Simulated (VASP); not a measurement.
# Zn (Im-3m) in VASP: further runs, part 2 of 2

VASP 6.6.1.

### 4 Single point, PBEsol

This run uses another cell than the first one, of 13.95 Å³/atom, 1.058 times its volume.

Contents of INCAR:

```
PREC = Accurate
ENCUT = 520
EDIFF = 1E-7
ISMEAR = 0
SIGMA = 0.15
LREAL = False
LASPH = True
NELM = 60
ALGO = Normal
ISIF = 2
LWAVE = False
LCHARG = False
GGA = PS
NBANDS = 12
```

Contents of KPOINTS:

```
Automatic mesh
0
Gamma
  22 22 22
```

Contents of POSCAR:

```
Zn
1.0
   -1.5163398778      1.5163398778      1.5163398778
    1.5163398778     -1.5163398778      1.5163398778
    1.5163398778      1.5163398778     -1.5163398778
Zn
1
Direct
    0.0000000000      0.0000000000      0.0000000000
```

Potentials or basis: VASP PAW PBE potentials, release 64 (Zn).

On the command line:

```console
$ cat potpaw_PBE.64/Zn/POTCAR > POTCAR
$ mpirun -np 1 vasp_std > vasp.out
```

OUTCAR:

```text
PREC = Accurate
   ENCUT = 520
   EDIFF = 1E-7
   ISMEAR = 0
   LREAL = False
   LASPH = True
   NELM = 60
   ISIF = 2
   GGA = PS

 ion  position               nearest neighbor table
   1  0.000  0.000  0.000-

  LATTYP: Found a body centered cubic cell.
 ALAT       =     3.0326797556

  Lattice vectors:

 A1 = (  -1.5163398778,   1.5163398778,   1.5163398778)
 A2 = (   1.5163398778,  -1.5163398778,   1.5163398778)
 A3 = (   1.5163398778,   1.5163398778,  -1.5163398778)

Analysis of symmetry for initial positions (statically):
=====================================================================
 Subroutine PRICEL returns:
 Original cell was already a primitive cell.

 Routine SETGRP: Setting up the symmetry group for a
 body centered cubic supercell.

 Subroutine GETGRP returns: Found 48 space group operations
 (whereof 48 operations were pure point group operations)
 out of a pool of 48 trial point group operations.

The static configuration has the point symmetry O_h .

Analysis of symmetry for dynamics (positions and initial velocities):
=====================================================================
 Subroutine PRICEL returns:
 Original cell was already a primitive cell.

 Routine SETGRP: Setting up the symmetry group for a
 body centered cubic supercell.

 Subroutine GETGRP returns: Found 48 space group operations
 (whereof 48 operations were pure point group operations)
 out of a pool of 48 trial point group operations.

The dynamic configuration has the point symmetry O_h .

 Subroutine INISYM returns: Found 48 space group operations
 (whereof 48 operations are pure point group operations),
 and found     1 'primitive' translations

----------------------------------------------------------------------------------------

                                     Primitive cell

  volume of cell :      13.9460

  direct lattice vectors                    reciprocal lattice vectors
    -1.516339878  1.516339878  1.516339878     0.000000000  0.329741377  0.329741377
     1.516339878 -1.516339878  1.516339878     0.329741377  0.000000000  0.329741377
     1.516339878  1.516339878 -1.516339878     0.329741377  0.329741377  0.000000000

  length of vectors
     2.626377710  2.626377710  2.626377710     0.466324728  0.466324728  0.466324728

  position of ions in fractional coordinates (direct lattice)
     0.000000000  0.000000000  0.000000000

  ion indices of the primitive-cell ions
   primitive index   ion index
                 1           1

----------------------------------------------------------------------------------------

 KPOINTS: Automatic mesh

Automatic generation of k-mesh.
 Grid dimensions read from file:
 generate k-points for:   22   22   22

 Generating k-lattice:

  Cartesian coordinates                     Fractional coordinates (reciprocal lattice)
     0.000000000  0.014988244  0.014988244     0.045454545  0.000000000  0.000000000
     0.014988244  0.000000000  0.014988244     0.000000000  0.045454545  0.000000000
     0.014988244  0.014988244  0.000000000     0.000000000  0.000000000  0.045454545

  Length of vectors
     0.021196579  0.021196579  0.021196579

  Shift w.r.t. Gamma in fractional coordinates (k-lattice)
     0.000000000  0.000000000  0.000000000

 Subroutine IBZKPT returns following result:
 ===========================================

 Found    328 irreducible k-points:

 Following reciprocal coordinates:
            Coordinates               Weight
  0.000000  0.000000  0.000000      1.000000
  0.045455  0.000000  0.000000     12.000000
  0.090909  0.000000  0.000000     12.000000
  0.136364  0.000000  0.000000     12.000000
  0.181818  0.000000  0.000000     12.000000
  0.227273  0.000000  0.000000     12.000000
[... 16 lines left out ...]
  0.090909  0.090909  0.000000     24.000000
  0.136364  0.090909 -0.000000     48.000000
 [... further k-points ...]
   k-points           NKPTS =    328   k-points in BZ     NKDIM =    328   number of bands    NBANDS=     12
   number of dos      NEDOS =    301   number of ions     NIONS =      1
   total plane-waves  NPLWV =   8000
   dimension x,y,z NGX =    20 NGY =   20 NGZ =   20
   dimension x,y,z NGXF=    40 NGYF=   40 NGZF=   40
   ions per type =               1
   NGX,Y,Z   is equivalent  to a cutoff of  12.66, 12.66, 12.66 a.u.
   NGXF,Y,Z  is equivalent  to a cutoff of  25.32, 25.32, 25.32 a.u.
 SYSTEM =  unknown system
   PREC   = accura    normal or accurate (medium, high low for compatibility)
   ISTART =      0    job   : 0-new  1-cont  2-samecut
   ICHARG =      2    charge: 1-file 2-atom 10-const
   ISPIN  =      1    spin polarized calculation?
   LNONCOLLINEAR =      F non collinear calculations
   LSORBIT =      F    spin-orbit coupling
   LASPH  =      T    aspherical Exc in radial PAW
   ENCUT  =  520.0 eV  38.22 Ry    6.18 a.u.   4.88  4.88  4.88*2*pi/ulx,y,z
   NELM   =     60;   NELMIN=  2; NELMDL= -5     # of ELM steps
   EDIFF  = 0.1E-06   stopping-criterion for ELM
   LREAL  =      F    real-space projection
   EDIFFG = 0.1E-05   stopping-criterion for IOM
   NSW    =      0    number of steps for IOM
   IBRION =     -1    ionic relax: 0-MD 1-quasi-New 2-CG
   NFREE  =      0    steps in history (QN), initial steepest desc. (CG)
   ISIF   =      2    stress and relaxation
   ISYM   =      2    0-nonsym 1-usesym 2-fastsym
   POTIM  = 0.5000    time-step for ionic-motion
   TEBEG  =    0.0;   TEEND  =   0.0 temperature during run
   PSTRESS=    0.0 pullay stress
   NELECT =      12.0000    total number of electrons
   NUPDOWN=      -1.0000    fix difference up-down
   EMIN   =  10.00;   EMAX   =-10.00  energy-range for DOS
   EFERMI =   0.00;   METHOD = LEGACY
   ISMEAR =     0;   SIGMA  =   0.15  broadening in eV -4-tet -1-fermi 0-gaus
   EFERMI_NEDOS =   21; number of points for ismear=-14 and -15
   IALGO  =     38    algorithm
   IMIX   =      4    mixing-type and parameters
     AMIX     =   0.40;   BMIX     =  1.00
     AMIX_MAG =   1.60;   BMIX_MAG =  1.00
  volume/ion in A,a.u.               =      13.95        94.11
  Fermi-wavevector in a.u.,A,eV,Ry     =   1.557108  2.942507 32.988479  2.424585
  Thomas-Fermi vector in A             =   2.660806
   LORBIT       =      0    0 simple, 1 ext, 2 COOP (PROOUT), +10 PAW based schemes
   GGA     = PS    functional components
   LHFCALC =     F    Hartree Fock is set to
   AEXX    =    0.0000 exact exchange contribution
   IVDW    =     0    specifies the selected vdW correction
   LEPSILON=     F    determine dielectric tensor
   LRPA    =     F    only Hartree local field effects (RPA)
 non-spin polarized calculation
 Gauss-broadening in eV      SIGMA  =   0.15
  energy-cutoff  :      520.00
  volume of cell :       13.95
 maximum number of plane-waves:       386
   NGX =  9   NGY =  9   NGZ =  9

 number of electron      11.9999977 magnetization

 Free energy of the ion-electron system (eV)
  ---------------------------------------------------
  ext. energy  EPLUGINS =         0.00000000
  ---------------------------------------------------
  free energy    TOTEN  =        -1.48919541 eV

  energy without entropy =       -1.48485984  energy(sigma->0) =       -1.48702763

 E-fermi :   3.8042     XC(G=0): -12.1772

 val. band max:        3.7885110913   @ k =  -0.4545   0.4545   0.0455
 cond. band min:       3.8077113577   @ k =  -0.4545   0.5000   0.2727
 fundamental gap:      0.0192002664
 Fermi energy:         3.8041799609

 k-point     1 :       0.0000    0.0000    0.0000
  band No.  band energies     occupation
      1      -7.5277      2.00000
      2      -4.3493      2.00000
      3      -4.3493      2.00000
      4      -4.3493      2.00000
      5      -3.7482      2.00000
      6      -3.7482      2.00000
      7      24.3739      0.00000
      8      24.3739      0.00000
      9      24.3739      0.00000
     10      25.3192      0.00000
     11      25.3192      0.00000
     12      25.3192      0.00000
[... 331 lines left out ...]
 k-point    24 :       0.1364    0.0909   -0.0000
  band No.  band energies     occupation
      1      -6.2642      2.00000
      2      -4.4438      2.00000
      3      -4.3781      2.00000
      4      -3.9824      2.00000
      5      -3.8427      2.00000
      6      -3.7206      2.00000
      7      15.9183      0.00000
      8      17.3013      0.00000
      9      19.8586      0.00000
     10      23.5187      0.00000
     11      24.6945      0.00000
     12      26.1222      0.00000

 [... further k-points ...]

------------------------ aborting loop because EDIFF is reached ----------------------------------------

  FORCE on cell =-STRESS in cart. coord.  units (eV):
  Direction    XX          YY          ZZ          XY          YZ          ZX
  --------------------------------------------------------------------------------------
  -------------------------------------------------------------------------------------
  Total        0.2480822      0.2480822      0.2480822     -0.0000000      0.0000000      0.0000000
  in kB       28.5007692     28.5007692     28.5007692     -0.0000000      0.0000000      0.0000000
  external PRESSURE =      28.5007692 kB  Pullay stress =       0.0000000 kB

 VOLUME and BASIS-vectors are now :
 -----------------------------------------------------------------------------
  energy-cutoff  :      520.00
  volume of cell :       13.95
      direct lattice vectors                 reciprocal lattice vectors
    -1.516339878  1.516339878  1.516339878     0.000000000  0.329741377  0.329741377
     1.516339878 -1.516339878  1.516339878     0.329741377  0.000000000  0.329741377
     1.516339878  1.516339878 -1.516339878     0.329741377  0.329741377  0.000000000

 POSITION                                       TOTAL-FORCE (eV/Angst)
 -----------------------------------------------------------------------------------
      0.00000      0.00000      0.00000        -0.000000      0.000000     -0.000000
 -----------------------------------------------------------------------------------
    total drift:                                0.000000     -0.000000      0.000000

  FREE ENERGIE OF THE ION-ELECTRON SYSTEM (eV)
  ---------------------------------------------------
  free  energy   TOTEN  =        -1.4891954144 eV

  energy  without entropy=       -1.4848598361  energy(sigma->0) =       -1.48702763
```

Run time: 22 s. Hardware: 1 thread of Intel Xeon Platinum 8488C (Sapphire Rapids), shared host; peak memory 0.16 GiB.

Results:

```yaml
Free_energy: -1.4892 eV
Pressure: 2.9 GPa
Band_gap_on_the_k_mesh: zero (band 6 reaches 8.02 eV, above the bottom of band 7 at 2.88 eV)
```

Caveat: the PAW data sets were made with another functional, which shifts forces and pressure a little.

### 5 Single point, PBEsol

This run uses another cell than the first one, of 14.33 Å³/atom, 1.087 times its volume.

Contents of INCAR:

```
SYSTEM = Zn
ALGO = Normal ; EDIFF = 1E-7
ENCUT = 520 ; GGA = PS
ISIF = 2 ; ISMEAR = 0
LASPH = .True. ; LCHARG = .True.
LELF = .True. ; LREAL = .False.
LVHAR = .True. ; LWAVE = .False.
NBANDS = 12 ; NELM = 100
PREC = Accurate ; SIGMA = 0.15
```

Contents of KPOINTS:

```
k-points
0
Gamma
  22 22 22
  0 0 0
```

Contents of POSCAR:

```
Zn
1.0
   -1.5300745013      1.5300745013      1.5300745013
    1.5300745013     -1.5300745013      1.5300745013
    1.5300745013      1.5300745013     -1.5300745013
Zn
1
Direct
    0.0000000000      0.0000000000      0.0000000000
```

On the command line:

```console
$ cat potpaw_PBE.64/Zn/POTCAR > POTCAR
$ mpirun -np 1 vasp_std > vasp.out
```

Run time: 26 s. Hardware: 1 thread of Intel Xeon Platinum 8488C (Sapphire Rapids), shared host; peak memory 0.16 GiB.

Results (log left out):

| Property | Result |
| --- | --- |
| Free energy | -1.4931 eV |
| Pressure | 0.5 GPa |
| Band gap on the k mesh | zero (band 6 reaches 7.76 eV, above the bottom of band 7 at 2.61 eV) |

Levels at points of the mesh, in eV from the Fermi level:
| k point | band 4 | band 5 | band 6 | band 7 | band 8 | band 9 |
| --- | --- | --- | --- | --- | --- | --- |
| (0.00, 0.00, 0.00) | -8.04 | -7.47 | -7.47 | 20.11 | 20.11 | 20.11 |
| (0.50, 0.00, 0.00) | -7.43 | -7.09 | -3.07 | -0.96 | 11.78 | 13.08 |
| (0.50, 0.50, 0.50) | -7.18 | -7.18 | 4.19 | 4.19 | 4.19 | 8.25 |

Caveat: the PAW data sets were made with another functional, which shifts forces and pressure a little.

### 6 The runs side by side

| cell | gap on the mesh (eV) | pressure (GPa) |
| --- | --- | --- |
| a = 2.578 Å, angles 109.5°, 1 atom | none | 9.0 |
| a = 2.602 Å, angles 109.5°, 1 atom | none | 5.7 |
| a = 2.626 Å, angles 109.5°, 1 atom | none | 2.9 |
| a = 2.650 Å, angles 109.5°, 1 atom | none | 0.5 |

Alike in all rows: task single point; level PBEsol; potentials or basis VASP PAW PBE potentials, release 64 (Zn); no spin polarisation; k mesh 22 × 22 × 22; cutoff (eV) 520; smearing gaussian 0.15 eV.

Caveats: the PAW data sets were made with another functional, which shifts forces and pressure a little.

Absolute energies hang on the potentials; compare differences alone.
